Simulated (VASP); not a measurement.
# Nb2Te6Mo (P-3m1) in VASP: single point with PBE

Aim: the single point of Nb2Te6Mo with PBE.

Everything below comes from runs of VASP 6.6.1. Logs are shortened: lines on timing, memory, paths and dates and some standing lists are left out, and cuts for length are marked.

### 1 The cell of the first run

Symmetry: P-3m1, No. 164, trigonal system. Conventional cell: a = 3.631 Å, b = 3.631 Å, c = 22.706 Å, α = 90.00°, β = 90.00°, γ = 120.00°. Nb (site symmetry 3m) has 6 Te at 2.80 to 2.81 Å and 6 Nb at 3.63 Å within 3.7 Å. Te (site symmetry 3m) has 3 Nb at 2.80 Å and 6 Te at 3.63 Å within 3.7 Å. Te (site symmetry 3m) has 3 Mo at 2.76 Å and 6 Te at 3.63 Å within 3.7 Å. Te (site symmetry 3m) has 3 Nb at 2.81 Å and 6 Te at 3.63 Å within 3.7 Å. Mo (site symmetry -3m) has 6 Te at 2.76 Å and 6 Mo at 3.63 Å within 3.7 Å.

### 2 Single point, PBE, collinear spin

INCAR

```
SYSTEM = Nb2Te6Mo
ALGO = Normal ; EDIFF = 1E-6
ENCUT = 520 ; GGA = PE
ISIF = 2 ; ISMEAR = 0
ISPIN = 2 ; LASPH = .True.
LCHARG = .False. ; LMAXMIX = 4
LORBIT = 11 ; LREAL = .False.
LWAVE = .False. ; MAGMOM = 1 1 0 0 0 0 0 0 1
NBANDS = 52 ; NELM = 150
PREC = Accurate ; SIGMA = 0.1
```

KPOINTS

```
k-points
0
Gamma
  6 6 1
  0 0 0
```

POSCAR

```
Nb2Te6Mo
1.0
    3.6310235000      0.0000000000      0.0000000000
   -1.8155117000      3.1445586000      0.0000000000
    0.0000000000      0.0000000000     22.7056200000
Nb Te Mo
2 6 1
Direct
    0.0000000000      0.0000000000      0.8370380000
    0.0000000000      0.0000000000      0.1629620000
    0.6666667000      0.3333333000      0.0810110000
    0.6666667000      0.3333333000      0.4206710000
    0.6666667000      0.3333333000      0.7545640000
    0.3333333000      0.6666667000      0.9189890000
    0.3333333000      0.6666667000      0.2454360000
    0.3333333000      0.6666667000      0.5793290000
    0.0000000000      0.0000000000      0.5000000000
```

Potentials or basis: VASP PAW PBE potentials, release 64 (Nb_sv, Te, Mo_sv).

Run with:

```console
cat potpaw_PBE.64/Nb_sv/POTCAR potpaw_PBE.64/Te/POTCAR potpaw_PBE.64/Mo_sv/POTCAR > POTCAR
mpirun -np 1 vasp_std > vasp.out
```

OUTCAR:

```text
SYSTEM = Nb2Te6Mo
   EDIFF = 1E-6
   ENCUT = 520
   GGA = PE
   ISIF = 2
   ISMEAR = 0
   ISPIN = 2
   LASPH = .True.
   LORBIT = 11
   LREAL = .False.
   NELM = 150
   PREC = Accurate

 ion  position               nearest neighbor table
   1  0.000  0.000  0.837-   6 2.80   6 2.80   6 2.80   5 2.81   5 2.81   5 2.81
   2  0.000  0.000  0.163-   3 2.80   3 2.80   3 2.80   7 2.81   7 2.81   7 2.81
   3  0.667  0.333  0.081-   2 2.80   2 2.80   2 2.80
   4  0.667  0.333  0.421-   9 2.76   9 2.76   9 2.76
   5  0.667  0.333  0.755-   1 2.81   1 2.81   1 2.81
   6  0.333  0.667  0.919-   1 2.80   1 2.80   1 2.80
   7  0.333  0.667  0.245-   2 2.81   2 2.81   2 2.81
   8  0.333  0.667  0.579-   9 2.76   9 2.76   9 2.76
   9  0.000  0.000  0.500-   4 2.76   8 2.76   8 2.76   4 2.76   4 2.76   8 2.76

  LATTYP: Found a hexagonal cell.
 ALAT       =     3.6310235000
 C/A-ratio  =     6.2532286007

  Lattice vectors:

 A1 = (   3.6310235000,   0.0000000000,   0.0000000000)
 A2 = (  -1.8155117000,   3.1445586000,   0.0000000000)
 A3 = (   0.0000000000,   0.0000000000,  22.7056200000)

Analysis of symmetry for initial positions (statically):
=====================================================================
 Subroutine PRICEL returns:
 Original cell was already a primitive cell.

 Routine SETGRP: Setting up the symmetry group for a
 hexagonal supercell.

 Subroutine GETGRP returns: Found 12 space group operations
 (whereof 12 operations were pure point group operations)
 out of a pool of 24 trial point group operations.

The static configuration has the point symmetry D_3d.

Analysis of symmetry for dynamics (positions and initial velocities):
=====================================================================
 Subroutine PRICEL returns:
 Original cell was already a primitive cell.

 Routine SETGRP: Setting up the symmetry group for a
 hexagonal supercell.

 Subroutine GETGRP returns: Found 12 space group operations
 (whereof 12 operations were pure point group operations)
 out of a pool of 24 trial point group operations.

The dynamic configuration has the point symmetry D_3d.

Analysis of structural, dynamic, and magnetic symmetry:
=====================================================================
 Subroutine PRICEL returns:
 Original cell was already a primitive cell.

 Routine SETGRP: Setting up the symmetry group for a
 hexagonal supercell.

 Subroutine GETGRP returns: Found 12 space group operations
 (whereof 12 operations were pure point group operations)
 out of a pool of 24 trial point group operations.

The overall configuration has the point symmetry D_3d.

 Subroutine INISYM returns: Found 12 space group operations
 (whereof 12 operations are pure point group operations),
 and found     1 'primitive' translations

----------------------------------------------------------------------------------------

                                     Primitive cell

  volume of cell :     259.2520

  direct lattice vectors                    reciprocal lattice vectors
     3.631023500  0.000000000  0.000000000     0.275404442  0.159004824  0.000000000
    -1.815511700  3.144558600  0.000000000     0.000000000  0.318009656  0.000000000
     0.000000000  0.000000000 22.705620000     0.000000000  0.000000000  0.044041960

  length of vectors
     3.631023500  3.631023481 22.705620000     0.318009655  0.318009656  0.044041960

  position of ions in fractional coordinates (direct lattice)
     0.000000000  0.000000000  0.837038000
     0.000000000  0.000000000  0.162962000
     0.666666700  0.333333300  0.081011000
     0.666666700  0.333333300  0.420671000
     0.666666700  0.333333300  0.754564000
     0.333333300  0.666666700  0.918989000
     0.333333300  0.666666700  0.245436000
     0.333333300  0.666666700  0.579329000
     0.000000000  0.000000000  0.500000000

  ion indices of the primitive-cell ions
   primitive index   ion index
                 1           1
                 2           2
                 3           3
                 4           4
                 5           5
                 6           6
                 7           7
                 8           8
                 9           9

----------------------------------------------------------------------------------------

 KPOINTS: k-points

Automatic generation of k-mesh.
 Grid dimensions read from file:
 generate k-points for:    6    6    1

 Generating k-lattice:

  Cartesian coordinates                     Fractional coordinates (reciprocal lattice)
     0.045900740  0.026500804  0.000000000     0.166666667 -0.000000000  0.000000000
     0.000000000  0.053001609  0.000000000     0.000000000  0.166666667  0.000000000
     0.000000000  0.000000000  0.044041960     0.000000000  0.000000000  1.000000000

  Length of vectors
     0.053001609  0.053001609  0.044041960

  Shift w.r.t. Gamma in fractional coordinates (k-lattice)
     0.000000000  0.000000000  0.000000000

 Subroutine IBZKPT returns following result:
 ===========================================

 Found      7 irreducible k-points:

 Following reciprocal coordinates:
            Coordinates               Weight
  0.000000  0.000000  0.000000      1.000000
  0.166667  0.000000  0.000000      6.000000
  0.333333  0.000000  0.000000      6.000000
  0.500000 -0.000000  0.000000      3.000000
  0.166667  0.166667  0.000000      6.000000
  0.333333  0.166667  0.000000     12.000000
  0.333333  0.333333  0.000000      2.000000
   k-points           NKPTS =      7   k-points in BZ     NKDIM =      7   number of bands    NBANDS=     52
   number of dos      NEDOS =    301   number of ions     NIONS =      9
   total plane-waves  NPLWV = 141120
   dimension x,y,z NGX =    28 NGY =   28 NGZ =  180
   dimension x,y,z NGXF=    56 NGYF=   56 NGZF=  360
   ions per type =               2   6   1
   NGX,Y,Z   is equivalent  to a cutoff of  12.82, 12.82, 13.18 a.u.
   NGXF,Y,Z  is equivalent  to a cutoff of  25.64, 25.64, 26.36 a.u.
 SYSTEM =  Nb2Te6Mo
   PREC   = accura    normal or accurate (medium, high low for compatibility)
   ISTART =      0    job   : 0-new  1-cont  2-samecut
   ICHARG =      2    charge: 1-file 2-atom 10-const
   ISPIN  =      2    spin polarized calculation?
   LNONCOLLINEAR =      F non collinear calculations
   LSORBIT =      F    spin-orbit coupling
   LASPH  =      T    aspherical Exc in radial PAW
   ENCUT  =  520.0 eV  38.22 Ry    6.18 a.u.   6.75  6.75 42.22*2*pi/ulx,y,z
   NELM   =    150;   NELMIN=  2; NELMDL= -5     # of ELM steps
   EDIFF  = 0.1E-05   stopping-criterion for ELM
   LREAL  =      F    real-space projection
   EDIFFG = 0.1E-04   stopping-criterion for IOM
   NSW    =      0    number of steps for IOM
   IBRION =     -1    ionic relax: 0-MD 1-quasi-New 2-CG
   NFREE  =      0    steps in history (QN), initial steepest desc. (CG)
   ISIF   =      2    stress and relaxation
   ISYM   =      2    0-nonsym 1-usesym 2-fastsym
   POTIM  = 0.5000    time-step for ionic-motion
   TEBEG  =    0.0;   TEEND  =   0.0 temperature during run
   PSTRESS=    0.0 pullay stress
   NELECT =      76.0000    total number of electrons
   NUPDOWN=      -1.0000    fix difference up-down
   EMIN   =  10.00;   EMAX   =-10.00  energy-range for DOS
   EFERMI =   0.00;   METHOD = LEGACY
   ISMEAR =     0;   SIGMA  =   0.10  broadening in eV -4-tet -1-fermi 0-gaus
   EFERMI_NEDOS =   21; number of points for ismear=-14 and -15
   IALGO  =     38    algorithm
   IMIX   =      4    mixing-type and parameters
     AMIX     =   0.40;   BMIX     =  1.00
     AMIX_MAG =   1.60;   BMIX_MAG =  1.00
  volume/ion in A,a.u.               =      28.81       194.39
  Fermi-wavevector in a.u.,A,eV,Ry     =   1.087524  2.055121 16.091711  1.182707
  Thomas-Fermi vector in A             =   2.223685
   LORBIT       =     11    0 simple, 1 ext, 2 COOP (PROOUT), +10 PAW based schemes
   GGA     = PE    functional components
   LHFCALC =     F    Hartree Fock is set to
   AEXX    =    0.0000 exact exchange contribution
   IVDW    =     0    specifies the selected vdW correction
   LEPSILON=     F    determine dielectric tensor
   LRPA    =     F    only Hartree local field effects (RPA)
 spin polarized calculation
 Gauss-broadening in eV      SIGMA  =   0.10
  energy-cutoff  :      520.00
  volume of cell :      259.25
 maximum number of plane-waves:      7010
 NGX is ok and might be reduce to    28
   NGX = 13   NGY = 13   NGZ = 85

 number of electron      76.0000005 magnetization       0.0006526

 number of electron      76.0000005 magnetization      -0.0020786

 Free energy of the ion-electron system (eV)
  ---------------------------------------------------
  ext. energy  EPLUGINS =         0.00000000
  ---------------------------------------------------
  free energy    TOTEN  =       -53.03758369 eV

  energy without entropy =      -52.99738246  energy(sigma->0) =      -53.01748308

 E-fermi :   7.0321     XC(G=0):  -9.6598

 val. band max:        6.9736083294   @ k =   0.1667   0.1667   0.0000
 cond. band min:       7.0515020609   @ k =   0.0000   0.0000   0.0000
 fundamental gap:      0.0778937315
 Fermi energy:         7.0320517884

 spin component 1

 k-point     1 :       0.0000    0.0000    0.0000
  band No.  band energies     occupation
      1     -54.5259      1.00000
      2     -48.3576      1.00000
      3     -48.3576      1.00000
      4     -28.6114      1.00000
      5     -28.6114      1.00000
      6     -28.5654      1.00000
[... 42 lines left out ...]
     49      10.6931      0.00000
     50      10.7844      0.00000
[... 316 lines left out ...]
     49       9.9327      0.00000
     50      10.2669      0.00000
 Fermi energy:         7.0320517884

 spin component 2

 k-point     1 :       0.0000    0.0000    0.0000
  band No.  band energies     occupation
      1     -54.5258      1.00000
      2     -48.3582      1.00000
      3     -48.3582      1.00000
      4     -28.6113      1.00000
      5     -28.6113      1.00000
      6     -28.5654      1.00000
[... 42 lines left out ...]
     49      10.6930      0.00000
     50      10.7843      0.00000
[... 316 lines left out ...]
     49       9.9324      0.00000
     50      10.2666      0.00000
 [bands above 50 left out]

------------------------ aborting loop because EDIFF is reached ----------------------------------------

  FORCE on cell =-STRESS in cart. coord.  units (eV):
  Direction    XX          YY          ZZ          XY          YZ          ZX
  --------------------------------------------------------------------------------------
  -------------------------------------------------------------------------------------
  Total       -0.4022974     -0.4022974      0.3877896     -0.0000000      0.0000000      0.0000000
  in kB       -2.4861979     -2.4861979      2.3965399     -0.0000000      0.0000000      0.0000000
  external PRESSURE =      -0.8586186 kB  Pullay stress =       0.0000000 kB

 VOLUME and BASIS-vectors are now :
 -----------------------------------------------------------------------------
  energy-cutoff  :      520.00
  volume of cell :      259.25
      direct lattice vectors                 reciprocal lattice vectors
     3.631023500  0.000000000  0.000000000     0.275404442  0.159004824  0.000000000
    -1.815511700  3.144558600  0.000000000     0.000000000  0.318009656  0.000000000
     0.000000000  0.000000000 22.705620000     0.000000000  0.000000000  0.044041960

 POSITION                                       TOTAL-FORCE (eV/Angst)
 -----------------------------------------------------------------------------------
      0.00000      0.00000     19.00547         0.000000      0.000000     -0.113815
      0.00000      0.00000      3.70015         0.000000     -0.000000      0.113815
      1.81551      1.04819      1.83940        -0.000000      0.000000     -0.073432
      1.81551      1.04819      9.55160        -0.000000      0.000000     -0.070395
      1.81551      1.04819     17.13284        -0.000000      0.000000      0.026324
     -0.00000      2.09637     20.86622         0.000000      0.000000      0.073432
     -0.00000      2.09637      5.57278         0.000000     -0.000000     -0.026324
     -0.00000      2.09637     13.15402         0.000000      0.000000      0.070395
      0.00000      0.00000     11.35281         0.000000      0.000000      0.000000
 -----------------------------------------------------------------------------------
    total drift:                               -0.000000      0.000000      0.000000

  FREE ENERGIE OF THE ION-ELECTRON SYSTEM (eV)
  ---------------------------------------------------
  free  energy   TOTEN  =       -53.0375836900 eV

  energy  without entropy=      -52.9973824623  energy(sigma->0) =      -53.01748308

 total charge

# of ion       s       p       d       tot
------------------------------------------
    1        2.146   5.999   2.433  10.579
    2        2.146   5.999   2.433  10.579
    3        1.386   1.977   0.052   3.416
    4        1.389   1.941   0.055   3.385
    5        1.385   1.978   0.051   3.413
    6        1.386   1.977   0.052   3.416
    7        1.385   1.978   0.051   3.413
    8        1.389   1.941   0.055   3.385
    9        2.251   6.133   3.893  12.277
--------------------------------------------------
tot         14.863  29.923   9.076  53.862

 magnetization (x)

# of ion       s       p       d       tot
------------------------------------------
    1        0.000  -0.000  -0.001  -0.001
    2        0.000  -0.000  -0.001  -0.001
    3       -0.000   0.000  -0.000   0.000
    4       -0.000   0.000   0.000   0.000
    5        0.000   0.000  -0.000   0.000
    6       -0.000   0.000  -0.000   0.000
    7        0.000   0.000  -0.000   0.000
    8       -0.000   0.000   0.000   0.000
    9       -0.000  -0.000  -0.000  -0.000
--------------------------------------------------
tot          0.000   0.000  -0.002  -0.002
```

It took 4.3 min on 1 thread of Intel Xeon 6975P-C (Granite Rapids), shared host; peak memory 0.55 GiB.

What came out:

```yaml
Free_energy: -53.0376 eV
Pressure: -0.1 GPa
Largest_force: 0.114 eV/Å
Band_gap_on_the_k_mesh: zero (filled and empty bands overlap)
Net_moment: 0.00 μB per cell
Valence_electrons_inside_the_program's_atomic_spheres: Nb 10.58; Te 3.42, 3.38, 3.41 (each value once); Mo 12.28
```

Forces in eV/Å, atoms in the order of the input:
```
Nb   0.000  0.000 -0.114
Nb   0.000  0.000  0.114
Te   0.000  0.000 -0.073
Te   0.000  0.000 -0.070
Te   0.000  0.000  0.026
Te   0.000  0.000  0.073
Te   0.000  0.000 -0.026
Te   0.000  0.000  0.070
Mo   0.000  0.000  0.000
```

Levels at points of the mesh, in eV from the Fermi level:
Spin up:
| k point | band 34 | band 35 | band 36 | band 37 | band 38 | band 39 | band 40 | band 41 | band 42 | band 43 |
| --- | --- | --- | --- | --- | --- | --- | --- | --- | --- | --- |
| (0.00, 0.00, 0.00) | -0.37 | 0.02 | 0.07 | 0.07 | 0.07 | 0.07 | 0.81 | 0.81 | 1.12 | 1.12 |
| (0.50, 0.00, 0.00) | -1.68 | -1.18 | -1.03 | -1.02 | -0.66 | -0.56 | 0.23 | 0.77 | 1.57 | 1.57 |
Spin down:
| k point | band 36 | band 37 | band 38 | band 39 | band 40 | band 41 |
| --- | --- | --- | --- | --- | --- | --- |
| (0.00, 0.00, 0.00) | 0.07 | 0.07 | 0.07 | 0.07 | 0.82 | 0.82 |
| (0.50, 0.00, 0.00) | -1.03 | -1.02 | -0.66 | -0.56 | 0.23 | 0.77 |

Caveat: spin-orbit coupling is left out, which moves the levels of the heavy elements; this functional lacks dispersion, which binds the layers, so the pressure and a relaxed spacing across them are unreliable.
